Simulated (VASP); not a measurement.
# AlPtO (Pmmn) in VASP: further runs, part 2 of 2

VASP 6.6.1.

### 4 Single point, r2SCAN

The input, POSCAR:

```
AlPtO
1.0
    3.3351930000      0.0000000000      0.0000000000
    0.0000000000      3.3259800000      0.0000000000
    0.0000000000      0.0000000000      7.0665550000
Al O Pt
2 2 2
Direct
    0.0000000000      0.5000000000      0.0700000000
    0.5000000000      0.0000000000      0.9300000000
    0.0000000000      0.0000000000      0.9400000000
    0.5000000000      0.5000000000      0.0600000000
    0.0000000000      0.0000000000      0.3000000000
    0.5000000000      0.5000000000      0.7000000000
```

The input, INCAR.step1:

```
SYSTEM = AlPtO
ALGO = Normal
EDIFF = 1E-5
ENCUT = 660
GGA = PE
GGA_COMPAT = .FALSE.
ISMEAR = -1
LASPH = .TRUE.
LCHARG = .FALSE.
LREAL = .FALSE.
LWAVE = .TRUE.
NBANDS = 28
NELM = 120
PREC = Accurate
SIGMA = 0.1
```

The input, INCAR.step2:

```
SYSTEM = AlPtO
ALGO = Normal
EDIFF = 1E-6
ENCUT = 660
GGA_COMPAT = .FALSE.
ISIF = 2
ISMEAR = -1
ISTART = 1
LASPH = .TRUE.
LCHARG = .TRUE.
LELF = .TRUE.
LMIXTAU = .TRUE.
LREAL = .FALSE.
LVHAR = .TRUE.
LWAVE = .FALSE.
METAGGA = R2SCAN
NBANDS = 28
NELM = 120
PREC = Accurate
SIGMA = 0.1
```

The input, KPOINTS:

```
k-points
0
G
  5 5 3
  0 0 0
```

Potentials or basis: VASP PAW PBE potentials, release 64 (Al, O, Pt).

Launch:

```
$ cat potpaw_PBE.64/Al/POTCAR potpaw_PBE.64/O/POTCAR potpaw_PBE.64/Pt/POTCAR > POTCAR
$ cp INCAR.step1 INCAR
$ mpirun -np 1 vasp_std > vasp.out
$ cp INCAR.step2 INCAR
$ mpirun -np 1 vasp_std > vasp.out
```

OUTCAR:

```text
SYSTEM = AlPtO
   EDIFF = 1E-6
   ENCUT = 660
   ISIF = 2
   ISMEAR = -1
   ISTART = 1
   LASPH = .TRUE.
   LREAL = .FALSE.
   METAGGA = R2SCAN
   NELM = 120
   PREC = Accurate

 ion  position               nearest neighbor table
   1  0.000  0.500  0.070-   4 1.67   4 1.67   3 1.90   3 1.90   5 2.33   5 2.33   2 2.55   2 2.55
                             2 2.55   2 2.55   6 3.10   6 3.10
   2  0.500  0.000  0.930-   3 1.67   3 1.67   4 1.90   4 1.90   6 2.33   6 2.33   1 2.55   1 2.55
                             1 2.55   1 2.55   5 3.10   5 3.10
   3  0.000  0.000  0.940-   2 1.67   2 1.67   1 1.90   1 1.90   5 2.54
   4  0.500  0.500  0.060-   1 1.67   1 1.67   2 1.90   2 1.90   6 2.54
   5  0.000  0.000  0.300-   1 2.33   1 2.33   3 2.54   2 3.10   2 3.10
   6  0.500  0.500  0.700-   2 2.33   2 2.33   4 2.54   1 3.10   1 3.10

  LATTYP: Found a simple orthorhombic cell.
 ALAT       =     3.3259800000
 B/A-ratio  =     1.0027700106
 C/A-ratio  =     2.1246534856

  Lattice vectors:

 A1 = (   0.0000000000,  -3.3259800000,   0.0000000000)
 A2 = (   3.3351930000,   0.0000000000,   0.0000000000)
 A3 = (   0.0000000000,   0.0000000000,   7.0665550000)

Analysis of symmetry for initial positions (statically):
=====================================================================
 Subroutine PRICEL returns:
 Original cell was already a primitive cell.

 Routine SETGRP: Setting up the symmetry group for a
 simple orthorhombic supercell.

 Subroutine GETGRP returns: Found  8 space group operations
 (whereof  4 operations were pure point group operations)
 out of a pool of  8 trial point group operations.

The static configuration has the point symmetry C_2v.
 The point group associated with its full space group is D_2h.

Analysis of symmetry for dynamics (positions and initial velocities):
=====================================================================
 Subroutine PRICEL returns:
 Original cell was already a primitive cell.

 Routine SETGRP: Setting up the symmetry group for a
 simple orthorhombic supercell.

 Subroutine GETGRP returns: Found  8 space group operations
 (whereof  4 operations were pure point group operations)
 out of a pool of  8 trial point group operations.

The dynamic configuration has the point symmetry C_2v.
 The point group associated with its full space group is D_2h.

 Subroutine INISYM returns: Found  8 space group operations
 (whereof  4 operations are pure point group operations),
 and found     1 'primitive' translations

----------------------------------------------------------------------------------------

                                     Primitive cell

  volume of cell :      78.3878

  direct lattice vectors                    reciprocal lattice vectors
     3.335193000  0.000000000  0.000000000     0.299832723  0.000000000  0.000000000
     0.000000000  3.325980000  0.000000000     0.000000000  0.300663263  0.000000000
     0.000000000  0.000000000  7.066555000     0.000000000  0.000000000  0.141511670

  length of vectors
     3.335193000  3.325980000  7.066555000     0.299832723  0.300663263  0.141511670

  position of ions in fractional coordinates (direct lattice)
     0.000000000  0.500000000  0.070000000
     0.500000000  0.000000000  0.930000000
[... 41 lines left out ...]
            Coordinates               Weight
  0.000000  0.000000  0.000000      1.000000
  0.200000  0.000000  0.000000      2.000000
  0.400000  0.000000  0.000000      2.000000
  0.000000  0.200000  0.000000      2.000000
  0.200000  0.200000  0.000000      4.000000
  0.400000  0.200000  0.000000      4.000000
[... 10 lines left out ...]
  0.200000  0.400000  0.333333      8.000000
  0.400000  0.400000  0.333333      8.000000
   k-points           NKPTS =     18   k-points in BZ     NKDIM =     18   number of bands    NBANDS=     28
   number of dos      NEDOS =    301   number of ions     NIONS =      6
   total plane-waves  NPLWV =  47040
   dimension x,y,z NGX =    28 NGY =   28 NGZ =   60
   dimension x,y,z NGXF=    56 NGYF=   56 NGZF=  120
   ions per type =               2   2   2
   NGX,Y,Z   is equivalent  to a cutoff of  13.96, 14.00, 14.12 a.u.
   NGXF,Y,Z  is equivalent  to a cutoff of  27.91, 27.99, 28.23 a.u.
 SYSTEM =  AlPtO
   PREC   = accura    normal or accurate (medium, high low for compatibility)
   ISTART =      1    job   : 0-new  1-cont  2-samecut
   ICHARG =      0    charge: 1-file 2-atom 10-const
   ISPIN  =      1    spin polarized calculation?
   LNONCOLLINEAR =      F non collinear calculations
   LSORBIT =      F    spin-orbit coupling
   LASPH  =      T    aspherical Exc in radial PAW
   ENCUT  =  660.0 eV  48.51 Ry    6.96 a.u.   6.99  6.97 14.80*2*pi/ulx,y,z
   NELM   =    120;   NELMIN=  2; NELMDL=  0     # of ELM steps
   EDIFF  = 0.1E-05   stopping-criterion for ELM
   LREAL  =      F    real-space projection
   EDIFFG = 0.1E-04   stopping-criterion for IOM
   NSW    =      0    number of steps for IOM
   IBRION =     -1    ionic relax: 0-MD 1-quasi-New 2-CG
   NFREE  =      0    steps in history (QN), initial steepest desc. (CG)
   ISIF   =      2    stress and relaxation
   ISYM   =      2    0-nonsym 1-usesym 2-fastsym
   POTIM  = 0.5000    time-step for ionic-motion
   TEBEG  =    0.0;   TEEND  =   0.0 temperature during run
   PSTRESS=    0.0 pullay stress
   NELECT =      38.0000    total number of electrons
   NUPDOWN=      -1.0000    fix difference up-down
   EMIN   =  10.00;   EMAX   =-10.00  energy-range for DOS
   EFERMI =   0.00;   METHOD = LEGACY
   ISMEAR =    -1;   SIGMA  =   0.10  broadening in eV -4-tet -1-fermi 0-gaus
   EFERMI_NEDOS =   21; number of points for ismear=-14 and -15
   IALGO  =     38    algorithm
   IMIX   =      4    mixing-type and parameters
     AMIX     =   0.40;   BMIX     =  1.00
     AMIX_MAG =   1.60;   BMIX_MAG =  1.00
  volume/ion in A,a.u.               =      13.06        88.16
  Fermi-wavevector in a.u.,A,eV,Ry     =   1.286036  2.430256 22.502533  1.653890
  Thomas-Fermi vector in A             =   2.418135
   LORBIT       =      0    0 simple, 1 ext, 2 COOP (PROOUT), +10 PAW based schemes
   METAGGA = R2SCAN    functional components
   LHFCALC =     F    Hartree Fock is set to
   AEXX    =    0.0000 exact exchange contribution
   IVDW    =     0    specifies the selected vdW correction
   LEPSILON=     F    determine dielectric tensor
   LRPA    =     F    only Hartree local field effects (RPA)
 non-spin polarized calculation
  energy-cutoff  :      660.00
  volume of cell :       78.39
 maximum number of plane-waves:      3038
 NGX is ok and might be reduce to    28
   NGX = 13   NGY = 13   NGZ = 29

 number of electron      38.0000012 magnetization

 Free energy of the ion-electron system (eV)
  ---------------------------------------------------
  ext. energy  EPLUGINS =         0.00000000
  ---------------------------------------------------
  free energy    TOTEN  =      -132.07310567 eV

  energy without entropy =     -132.01876042  energy(sigma->0) =     -132.04593305

 E-fermi :   7.4451     XC(G=0): -11.8868

 val. band max:        7.3831913905   @ k =   0.4000   0.0000   0.0000
 cond. band min:       7.4832010838   @ k =   0.0000   0.4000   0.3333
 fundamental gap:      0.1000096933
 Fermi energy:         7.4451190176

 k-point     1 :       0.0000    0.0000    0.0000
  band No.  band energies     occupation
      1     -17.5178      2.00000
      2     -14.8739      2.00000
      3      -3.0077      2.00000
      4      -2.3281      2.00000
      5      -1.8463      2.00000
      6       0.3049      2.00000
[... 547 lines left out ...]
     27      17.8409      0.00000
     28      18.4642      0.00000

------------------------ aborting loop because EDIFF is reached ----------------------------------------

  FORCE on cell =-STRESS in cart. coord.  units (eV):
  Direction    XX          YY          ZZ          XY          YZ          ZX
  --------------------------------------------------------------------------------------
  -------------------------------------------------------------------------------------
  Total       24.1036111     10.5787377     17.6105372      0.0000000      0.0000000      0.0000000
  in kB      492.6566469    216.2201100    359.9439184      0.0000000      0.0000000      0.0000000
  external PRESSURE =     356.2735584 kB  Pullay stress =       0.0000000 kB

 VOLUME and BASIS-vectors are now :
 -----------------------------------------------------------------------------
  energy-cutoff  :      660.00
  volume of cell :       78.39
      direct lattice vectors                 reciprocal lattice vectors
     3.335193000  0.000000000  0.000000000     0.299832723  0.000000000  0.000000000
     0.000000000  3.325980000  0.000000000     0.000000000  0.300663263  0.000000000
     0.000000000  0.000000000  7.066555000     0.000000000  0.000000000  0.141511670

 POSITION                                       TOTAL-FORCE (eV/Angst)
 -----------------------------------------------------------------------------------
      0.00000      1.66299      0.49466         0.000000      0.000000      1.767321
      1.66760      0.00000      6.57190         0.000000      0.000000     -1.767321
      0.00000      0.00000      6.64256         0.000000      0.000000      0.792427
      1.66760      1.66299      0.42399         0.000000      0.000000     -0.792427
      0.00000      0.00000      2.11997         0.000000      0.000000      5.498379
      1.66760      1.66299      4.94659         0.000000      0.000000     -5.498379
 -----------------------------------------------------------------------------------
    total drift:                                0.000000      0.000000      0.000000

  FREE ENERGIE OF THE ION-ELECTRON SYSTEM (eV)
  ---------------------------------------------------
  free  energy   TOTEN  =      -132.0731056739 eV

  energy  without entropy=     -132.0187604235  energy(sigma->0) =     -132.04593305
```

Run time: 5.3 min. Hardware: 1 thread of AMD EPYC 7R13, shared host; peak memory 0.21 GiB.

What came out:

```yaml
Free_energy: -132.0731 eV
Pressure: 35.6 GPa
Largest_force: 5.498 eV/Å
Band_gap_on_the_k_mesh: zero (band 19 reaches 7.98 eV, above the bottom of band 20 at 6.63 eV)
```

Forces in eV/Å, atoms in the order of the input:
```
Al   0.000  0.000  1.767
Al   0.000  0.000 -1.767
O    0.000  0.000  0.792
O    0.000  0.000 -0.792
Pt   0.000  0.000  5.498
Pt   0.000  0.000 -5.498
```

Stress tensor (GPa, compression positive):
```
49.27  0.00  0.00
 0.00 21.62  0.00
 0.00  0.00 35.99
```

Caveat: the k points lie up to 0.38 Å⁻¹ apart; the PAW data sets were made with another functional, which shifts forces and pressure a little; spin-orbit coupling is left out, which moves the levels of the heavy elements.
